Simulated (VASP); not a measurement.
Here is a VASP 6.6.1 calculation.

The input INCAR:

```
SYSTEM = Mg
ALGO = Normal
EDIFF = 1E-6
ENCUT = 520
GGA = PE
ISIF = 2
ISMEAR = -1
LASPH = .True.
LCHARG = .False.
LREAL = .False.
LWAVE = .False.
NBANDS = 9
NELM = 60
PREC = Accurate
SIGMA = 0.1
```

Contents of KPOINTS:

```
k-points
0
Gamma
  12 12 12
  0 0 0
```

File POSCAR:

```
Mg
1.0
    0.0000000000      2.5298303444      2.5298303444
    2.5298303444      0.0000000000      2.5298303444
    2.5298303444      2.5298303444      0.0000000000
Mg
2
Direct
   -0.1250000000     -0.1250000000     -0.1250000000
    0.1250000000      0.1250000000      0.1250000000
```

Potentials or basis: VASP PAW PBE potentials, release 64 (Mg).

Launch:

```sh
$ cat potpaw_PBE.64/Mg/POTCAR > POTCAR
$ mpirun -np 1 vasp_std > vasp.out
```

Problem. What does it give for the pressure?

Solution. 54.7 GPa.

Problem. Predict the band gap on the k mesh.

Solution. Zero (band 2 reaches 10.98 eV, above the bottom of band 3 at 2.75 eV).
